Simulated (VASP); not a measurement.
Here is a VASP 6.6.1 calculation.

File INCAR:

```
ALGO = Normal
EDIFF = 1E-7
ENCUT = 520
GGA = PE
ISIF = 2
ISMEAR = 0
ISPIN = 2
LASPH = True
LCHARG = True
LELF = True
LMAXMIX = 4
LORBIT = 11
LREAL = False
LVHAR = True
LWAVE = False
MAGMOM = 0 4 0 0 0 0
NBANDS = 31
NELM = 150
PREC = Accurate
SIGMA = 0.1
```

The input KPOINTS:

```
k-points
0
Gamma
  6 6 6
```

Contents of POSCAR:

```
TaMnB4
1.0
    0.0000000000      3.2070894700      3.2070894700
    3.2070894700      0.0000000000      3.2070894700
    3.2070894700      3.2070894700      0.0000000000
Ta Mn B
1 1 4
Direct
    0.2500000000      0.2500000000      0.2500000000
    0.0000000000      0.0000000000      0.0000000000
    0.6242243300      0.1273270000      0.6242243300
    0.6242243300      0.6242243300      0.1273270000
    0.6242243300      0.6242243300      0.6242243300
    0.1273270000      0.6242243300      0.6242243300
```

Potentials or basis: VASP PAW PBE potentials, release 64 (Ta_pv, Mn_pv, B).

The run is started by

```sh
$ cat potpaw_PBE.64/Ta_pv/POTCAR potpaw_PBE.64/Mn_pv/POTCAR potpaw_PBE.64/B/POTCAR > POTCAR
$ mpirun -np 1 vasp_std > vasp.out
```

Predict the site moments.

Ta -0.06; Mn +2.97; B +0.03 μB.

What does it give for the net moment?

3.20 μB per cell.

Estimate the pressure.

-38.7 GPa.

What does it give for the largest force?

0.042 eV/Å.

Forces on the atoms (eV/Å):
```
Ta   0.000  0.000  0.000
Mn   0.000  0.000  0.000
B   -0.024  0.024 -0.024
B   -0.024 -0.024  0.024
B    0.024  0.024  0.024
B    0.024 -0.024 -0.024
```

Caveat: a cell with one magnetic atom can't hold antiferromagnetic order, which such compounds often take.
